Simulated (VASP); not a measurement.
# SnO (Pmmn) in VASP: a series of runs

The runs below take SnO through single point, with PBE.

Program: VASP 6.6.1. These are calculated values, not measurements. Logs are shortened: lines on timing, memory, paths and dates and some standing lists are left out, and cuts for length are marked.

## (1) The cell of the first run

It takes space group Pmmn (No. 59, orthorhombic). Conventional cell: a = 3.810 Å, b = 4.100 Å, c = 4.990 Å, α = 90.00°, β = 90.00°, γ = 90.00°. Sn (site symmetry mm2) has 4 O at 2.25 to 2.31 Å within 3.0 Å. Within 3.0 Å of O (site symmetry mm2) lie 4 Sn at 2.25 to 2.31 Å and 4 O at 2.80 Å.

## (2) Single point, PBE (uniaxial strain along a: +6.0 %)

File INCAR:

```
SYSTEM = SnO
PREC     = Accurate       ! precision mode
ENCUT    = 520            ! plane-wave cutoff, eV
EDIFF    = 1E-6           ! SCF threshold, eV
ISMEAR   = 0              ! smearing method
SIGMA    = 0.01           ! smearing width, eV
LREAL    = .FALSE.        ! projectors in reciprocal space
LASPH    = .TRUE.         ! aspherical terms in the spheres
NELM     = 60             ! most SCF steps
ALGO     = Normal         ! electronic algorithm
ISIF     = 2              ! what is computed and relaxed
LWAVE    = .FALSE.        ! write WAVECAR
LCHARG   = .TRUE.         ! write CHGCAR
GGA      = PE             ! functional
LELF     = .TRUE.         ! ELF
LVHAR    = .TRUE.       
NBANDS   = 28             ! bands
```

File KPOINTS:

```
Automatic mesh
0
G
  10 10 8
  0 0 0
```

File POSCAR:

```
SnO
1.0
    4.1003585939      0.0000000000      0.0000000000
    0.0000000000      3.8102388821      0.0000000000
    0.0000000000      0.0000000000      4.9902465902
Sn O
2 2
Direct
    0.0000000000      0.5000000000      0.2272965625
    0.5000000000      0.0000000000      0.7727034375
    0.5000000000      0.5000000000      0.0138044462
    0.0000000000      0.0000000000     -0.0138044462
```

Potentials or basis: VASP PAW PBE potentials, release 64 (Sn_d, O).

Started as:

```sh
$ cat potpaw_PBE.64/Sn_d/POTCAR potpaw_PBE.64/O/POTCAR > POTCAR
$ mpirun -np 1 vasp_std > vasp.out
```

OUTCAR:

```text
SYSTEM = SnO
   PREC = Accurate
   ENCUT = 520
   EDIFF = 1E-6
   ISMEAR = 0
   LREAL = .FALSE.
   LASPH = .TRUE.
   NELM = 60
   ISIF = 2
   GGA = PE

 ion  position               nearest neighbor table
   1  0.000  0.500  0.227-   4 2.25   4 2.25   3 2.31   3 2.31   2 3.60   2 3.60   2 3.60   2 3.60

   2  0.500  0.000  0.773-   3 2.25   3 2.25   4 2.31   4 2.31   1 3.60   1 3.60   1 3.60   1 3.60

   3  0.500  0.500  0.014-   2 2.25   2 2.25   1 2.31   1 2.31
   4  0.000  0.000  0.986-   1 2.25   1 2.25   2 2.31   2 2.31

  LATTYP: Found a simple orthorhombic cell.
 ALAT       =     3.8102388821
 B/A-ratio  =     1.0761421320
 C/A-ratio  =     1.3096938918

  Lattice vectors:

 A1 = (   0.0000000000,  -3.8102388821,   0.0000000000)
 A2 = (   4.1003585939,   0.0000000000,   0.0000000000)
 A3 = (   0.0000000000,   0.0000000000,   4.9902465902)

Analysis of symmetry for initial positions (statically):
=====================================================================
 Subroutine PRICEL returns:
 Original cell was already a primitive cell.

 Routine SETGRP: Setting up the symmetry group for a
 simple orthorhombic supercell.

 Subroutine GETGRP returns: Found  8 space group operations
 (whereof  4 operations were pure point group operations)
 out of a pool of  8 trial point group operations.

The static configuration has the point symmetry C_2v.
 The point group associated with its full space group is D_2h.

Analysis of symmetry for dynamics (positions and initial velocities):
=====================================================================
 Subroutine PRICEL returns:
 Original cell was already a primitive cell.

 Routine SETGRP: Setting up the symmetry group for a
 simple orthorhombic supercell.

 Subroutine GETGRP returns: Found  8 space group operations
 (whereof  4 operations were pure point group operations)
 out of a pool of  8 trial point group operations.

The dynamic configuration has the point symmetry C_2v.
 The point group associated with its full space group is D_2h.

 Subroutine INISYM returns: Found  8 space group operations
 (whereof  4 operations are pure point group operations),
 and found     1 'primitive' translations

----------------------------------------------------------------------------------------

                                     Primitive cell

  volume of cell :      77.9643

  direct lattice vectors                    reciprocal lattice vectors
     4.100358594  0.000000000  0.000000000     0.243881109  0.000000000  0.000000000
     0.000000000  3.810238882  0.000000000     0.000000000  0.262450736  0.000000000
     0.000000000  0.000000000  4.990246590     0.000000000  0.000000000  0.200390899

  length of vectors
     4.100358594  3.810238882  4.990246590     0.243881109  0.262450736  0.200390899

  position of ions in fractional coordinates (direct lattice)
     0.000000000  0.500000000  0.227296563
     0.500000000  0.000000000  0.772703437
     0.500000000  0.500000000  0.013804446
     0.000000000  0.000000000  0.986195554

  ion indices of the primitive-cell ions
   primitive index   ion index
                 1           1
                 2           2
                 3           3
                 4           4

----------------------------------------------------------------------------------------

 KPOINTS: Automatic mesh

Automatic generation of k-mesh.
 Grid dimensions read from file:
 generate k-points for:   10   10    8

 Generating k-lattice:

  Cartesian coordinates                     Fractional coordinates (reciprocal lattice)
     0.024388111  0.000000000  0.000000000     0.100000000  0.000000000  0.000000000
     0.000000000  0.026245074  0.000000000     0.000000000  0.100000000  0.000000000
     0.000000000  0.000000000  0.025048862     0.000000000  0.000000000  0.125000000

  Length of vectors
     0.024388111  0.026245074  0.025048862

  Shift w.r.t. Gamma in fractional coordinates (k-lattice)
     0.000000000  0.000000000  0.000000000

 Subroutine IBZKPT returns following result:
 ===========================================

 Found    180 irreducible k-points:

 Following reciprocal coordinates:
            Coordinates               Weight
  0.000000  0.000000  0.000000      1.000000
  0.100000  0.000000  0.000000      2.000000
  0.200000  0.000000  0.000000      2.000000
  0.300000  0.000000  0.000000      2.000000
  0.400000  0.000000  0.000000      2.000000
  0.500000  0.000000  0.000000      1.000000
[... 16 lines left out ...]
  0.400000  0.300000  0.000000      4.000000
  0.500000  0.300000  0.000000      2.000000
 [... further k-points ...]
   k-points           NKPTS =    180   k-points in BZ     NKDIM =    180   number of bands    NBANDS=     28
   number of dos      NEDOS =    301   number of ions     NIONS =      4
   total plane-waves  NPLWV =  33600
   dimension x,y,z NGX =    30 NGY =   28 NGZ =   40
   dimension x,y,z NGXF=    60 NGYF=   56 NGZF=   80
   ions per type =               2   2
   NGX,Y,Z   is equivalent  to a cutoff of  12.16, 12.22, 13.33 a.u.
   NGXF,Y,Z  is equivalent  to a cutoff of  24.33, 24.43, 26.65 a.u.
 SYSTEM =  SnO
   PREC   = accura    normal or accurate (medium, high low for compatibility)
   ISTART =      0    job   : 0-new  1-cont  2-samecut
   ICHARG =      2    charge: 1-file 2-atom 10-const
   ISPIN  =      1    spin polarized calculation?
   LNONCOLLINEAR =      F non collinear calculations
   LSORBIT =      F    spin-orbit coupling
   LASPH  =      T    aspherical Exc in radial PAW
   ENCUT  =  520.0 eV  38.22 Ry    6.18 a.u.   7.62  7.08  9.28*2*pi/ulx,y,z
   NELM   =     60;   NELMIN=  2; NELMDL= -5     # of ELM steps
   EDIFF  = 0.1E-05   stopping-criterion for ELM
   LREAL  =      F    real-space projection
   EDIFFG = 0.1E-04   stopping-criterion for IOM
   NSW    =      0    number of steps for IOM
   IBRION =     -1    ionic relax: 0-MD 1-quasi-New 2-CG
   NFREE  =      0    steps in history (QN), initial steepest desc. (CG)
   ISIF   =      2    stress and relaxation
   ISYM   =      2    0-nonsym 1-usesym 2-fastsym
   POTIM  = 0.5000    time-step for ionic-motion
   TEBEG  =    0.0;   TEEND  =   0.0 temperature during run
   PSTRESS=    0.0 pullay stress
   NELECT =      40.0000    total number of electrons
   NUPDOWN=      -1.0000    fix difference up-down
   EMIN   =  10.00;   EMAX   =-10.00  energy-range for DOS
   EFERMI =   0.00;   METHOD = LEGACY
   ISMEAR =     0;   SIGMA  =   0.01  broadening in eV -4-tet -1-fermi 0-gaus
   EFERMI_NEDOS =   21; number of points for ismear=-14 and -15
   IALGO  =     38    algorithm
   IMIX   =      4    mixing-type and parameters
     AMIX     =   0.40;   BMIX     =  1.00
     AMIX_MAG =   1.60;   BMIX_MAG =  1.00
  volume/ion in A,a.u.               =      19.49       131.53
  Fermi-wavevector in a.u.,A,eV,Ry     =   1.310578  2.476633 23.369560  1.717614
  Thomas-Fermi vector in A             =   2.441098
   LORBIT       =      0    0 simple, 1 ext, 2 COOP (PROOUT), +10 PAW based schemes
   GGA     = PE    functional components
   LHFCALC =     F    Hartree Fock is set to
   AEXX    =    0.0000 exact exchange contribution
   IVDW    =     0    specifies the selected vdW correction
   LEPSILON=     F    determine dielectric tensor
   LRPA    =     F    only Hartree local field effects (RPA)
 non-spin polarized calculation
 Gauss-broadening in eV      SIGMA  =   0.01
  energy-cutoff  :      520.00
  volume of cell :       77.96
 maximum number of plane-waves:      2128
   NGX = 15   NGY = 15   NGZ = 19

 number of electron      39.9999981 magnetization

 Free energy of the ion-electron system (eV)
  ---------------------------------------------------
  ext. energy  EPLUGINS =         0.00000000
  ---------------------------------------------------
  free energy    TOTEN  =       -22.68859511 eV

  energy without entropy =      -22.68859511  energy(sigma->0) =      -22.68859511

 E-fermi :   5.7644     XC(G=0):  -9.6919

 val. band max:        5.6362692681   @ k =   0.0000   0.2000   0.0000
 cond. band min:       6.3449209173   @ k =   0.5000   0.5000   0.0000
 fundamental gap:      0.7086516493
 Fermi energy:         5.7644370206

 k-point     1 :       0.0000    0.0000    0.0000
  band No.  band energies     occupation
      1     -15.8767      2.00000
      2     -15.5601      2.00000
      3     -15.5539      2.00000
      4     -15.5516      2.00000
      5     -15.5299      2.00000
      6     -15.5221      2.00000
[... 20 lines left out ...]
     27      12.6765      0.00000
     28      13.4242      0.00000

 k-point     2 :       0.1000    0.0000    0.0000
  band No.  band energies     occupation
      1     -15.8704      2.00000
      2     -15.5578      2.00000
      3     -15.5549      2.00000
      4     -15.5529      2.00000
      5     -15.5305      2.00000
      6     -15.5200      2.00000
[... 20 lines left out ...]
     27      12.9800      0.00000
     28      13.7492      0.00000

 k-point     3 :       0.2000    0.0000    0.0000
  band No.  band energies     occupation
      1     -15.8522      2.00000
      2     -15.5770      2.00000
      3     -15.5515      2.00000
      4     -15.5500      2.00000
      5     -15.5320      2.00000
      6     -15.5140      2.00000
[... 20 lines left out ...]
     27      13.2879      0.00000
     28      14.7915      0.00000

 k-point     4 :       0.3000    0.0000    0.0000
  band No.  band energies     occupation
      1     -15.8235      2.00000
      2     -15.6262      2.00000
      3     -15.5461      2.00000
      4     -15.5424      2.00000
      5     -15.5341      2.00000
      6     -15.5145      2.00000
[... 578 lines left out ...]
     27      13.0956      0.00000
     28      13.9215      0.00000

 k-point    23 :       0.4000    0.3000    0.0000
  band No.  band energies     occupation
      1     -15.8030      2.00000
      2     -15.7514      2.00000
      3     -15.5340      2.00000
      4     -15.5337      2.00000
      5     -15.5322      2.00000
      6     -15.5213      2.00000
[... 20 lines left out ...]
     27      13.0556      0.00000
     28      13.5584      0.00000

 k-point    24 :       0.5000    0.3000    0.0000
  band No.  band energies     occupation
      1     -15.7805      2.00000
      2     -15.7805      2.00000
      3     -15.5343      2.00000
      4     -15.5343      2.00000
      5     -15.5247      2.00000
      6     -15.5247      2.00000
[... 20 lines left out ...]
     27      13.2548      0.00000
     28      13.2548      0.00000

 [... further k-points ...]

------------------------ aborting loop because EDIFF is reached ----------------------------------------

  FORCE on cell =-STRESS in cart. coord.  units (eV):
  Direction    XX          YY          ZZ          XY          YZ          ZX
  --------------------------------------------------------------------------------------
  -------------------------------------------------------------------------------------
  Total       -1.7071163     -1.3922395     -0.1064385      0.0000000      0.0000000      0.0000000
  in kB      -35.0814577    -28.6106994     -2.1873255      0.0000000      0.0000000      0.0000000
  external PRESSURE =     -21.9598275 kB  Pullay stress =       0.0000000 kB

 VOLUME and BASIS-vectors are now :
 -----------------------------------------------------------------------------
  energy-cutoff  :      520.00
  volume of cell :       77.96
      direct lattice vectors                 reciprocal lattice vectors
     4.100358594  0.000000000  0.000000000     0.243881109  0.000000000  0.000000000
     0.000000000  3.810238882  0.000000000     0.000000000  0.262450736  0.000000000
     0.000000000  0.000000000  4.990246590     0.000000000  0.000000000  0.200390899

 POSITION                                       TOTAL-FORCE (eV/Angst)
 -----------------------------------------------------------------------------------
      0.00000      1.90512      1.13427         0.000000      0.000000     -0.037546
      2.05018      0.00000      3.85598         0.000000      0.000000      0.037546
      2.05018      1.90512      0.06889         0.000000      0.000000     -0.028343
      0.00000      0.00000      4.92136         0.000000      0.000000      0.028343
 -----------------------------------------------------------------------------------
    total drift:                                0.000000      0.000000      0.000000

  FREE ENERGIE OF THE ION-ELECTRON SYSTEM (eV)
  ---------------------------------------------------
  free  energy   TOTEN  =       -22.6885951074 eV

  energy  without entropy=      -22.6885951074  energy(sigma->0) =      -22.68859511
```

Run time: 5 min. Hardware: 1 thread of AMD EPYC 7R43 (Zen 3), shared host; peak memory 0.38 GiB.

Results:

```
Free energy            : -22.6886 eV
Pressure               : -2.2 GPa
Largest force          : 0.038 eV/Å
Band gap on the k mesh : 0.71 eV (least direct gap 1.95 eV)
```

Forces in eV/Å, atoms in the order of the input:
```
Sn   0.000  0.000 -0.038
Sn   0.000  0.000  0.038
O    0.000  0.000 -0.028
O    0.000  0.000  0.028
```

Stress tensor (GPa, compression positive):
```
-3.51  0.00  0.00
 0.00 -2.86  0.00
 0.00  0.00 -0.22
```

Caveat: the cell differs from its parent crystal (uniaxial strain along a: +6.0 %); spin-orbit coupling is left out, which moves the levels of the heavy elements.

(Part 1 of 2 ends here.)
